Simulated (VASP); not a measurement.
## WS: density of states with BLYP

Crystal: WS.

```
W S
1.0
     3.00789    0.00000    0.00000
     0.00000    3.00789    0.00000
     0.00000    0.00000    3.00789
W S
1 1
Direct
  0.50000 0.50000 0.50000
  0.00000 0.00000 0.00000
```

```yaml
Program: VASP 6.6.1
Task: density of states
Functional: BLYP
Potentials_or_basis: VASP PAW PBE potentials, release 64 (W_sv, S)
Cutoff: 520 eV
k_mesh: 5 × 5 × 5
Occupations: fermi-dirac, width 0.05 eV
Spin: no spin polarisation
Dipole_correction: no
k_mesh_for_the_DOS: 8 × 8 × 8
Occupations_for_the_DOS: tetrahedron
Further_INCAR_settings: ALGO = Normal; EDIFF = 1e-06
```

| Quantity | Value |
| --- | --- |
| Valence electrons inside the program's atomic spheres | W 12.07; S 3.68 |

Levels at points of the mesh, in eV from the Fermi level:
| k point | band 8 | band 9 | band 10 | band 11 | band 12 | band 13 |
| --- | --- | --- | --- | --- | --- | --- |
| (0.00, 0.00, 0.00) | -2.96 | -2.96 | -2.96 | 1.03 | 1.03 | 1.03 |
| (0.50, 0.00, 0.00) | -4.76 | -3.32 | 1.69 | 2.58 | 4.45 | 4.45 |
| (0.50, 0.50, 0.00) | -4.46 | -1.71 | -1.26 | -1.26 | 0.47 | 3.42 |
| (0.50, 0.50, 0.50) | -8.81 | 2.70 | 2.70 | 2.70 | 3.60 | 3.60 |

It took 26 s on 1 thread of Intel Xeon 8259CL (shared host), peak memory 0.14 GiB.

Caveat: the k points lie up to 0.42 Å⁻¹ apart; spin-orbit coupling is left out, which moves the levels of the heavy elements.
